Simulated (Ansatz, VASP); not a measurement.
Two plane-wave programs on SiC

The input INCAR:

```
PREC = Accurate ; ENCUT = 520
EDIFF = 1E-6 ; ISMEAR = 0
SIGMA = 0.05 ; LREAL = F
LASPH = T ; NELM = 80
ALGO = Normal ; ISIF = 2
LWAVE = F ; LCHARG = F
GGA = PE ; IBRION = 2
NSW = 50 ; EDIFFG = -0.01
```

Contents of KPOINTS:

```
Automatic mesh
0
Gamma
  12 12 6
```

File POSCAR:

```
SiC
1.0
    3.1758056455      0.0000000000      0.0000000000
   -1.5879028227      2.7503283665      0.0000000000
    0.0000000000      0.0000000000      4.8097576501
Si C
2 2
Direct
    0.3333333333      0.6666666667      0.0045639005
    0.6666666667      0.3333333333      0.5045639005
    0.3333333333      0.6666666667      0.3804360995
    0.6666666667      0.3333333333      0.8804360995
```

Input for Ansatz:

```yaml
crystal:
  lattice:
    - [3.1758056455, 0.0, 0.0]
    - [-1.5879028227, 2.7503283665, 0.0]
    - [0.0, 0.0, 4.8097576501]
  atoms:
    - { symbol: Si, position: [0.3333333333, 0.6666666667, 0.0045639005] }
    - { symbol: Si, position: [0.6666666667, 0.3333333333, 0.5045639005] }
    - { symbol: C, position: [0.3333333333, 0.6666666667, 0.3804360995] }
    - { symbol: C, position: [0.6666666667, 0.3333333333, 0.8804360995] }
basis:
  ecutwfc: 520.0
kpoints:
  mp_grid: { grid: [12, 12, 6] }
hamiltonian:
  xc: pbe
  pseudopotentials: { kind: paw, azcp: { folder: soft_1 } }
scf:
  occupations: { method: gaussian, width: 0.05 }
output:
  forces: true
  stress: true
  eigenvalues: true
relax:
  adjacent_minimum: "off"
  f_tol: 0.01
  max_steps: 30
```

Alike in both runs: task relaxation of the atoms; functional PBE; k mesh 12 × 12 × 6; occupations gaussian, width 0.05 eV; no spin polarisation.

|  | VASP | Ansatz |
| --- | --- | --- |
| version | VASP 6.6.1 | Ansatz 0.2.0 |
| potentials or method | VASP PAW PBE potentials, release 64 (Si, C), cutoff 520 eV | scalar-relativistic, plane waves, PAW |
| valence electrons in the cell | 16 | 16 |

|  | VASP | Ansatz | Ansatz less VASP |
| --- | --- | --- | --- |
| gap on the k mesh at the Fermi level, each at its own relaxed structure (eV) | 1.70 | 1.71 | +0.008 |

Ansatz's warnings: stress scf threshold loose.
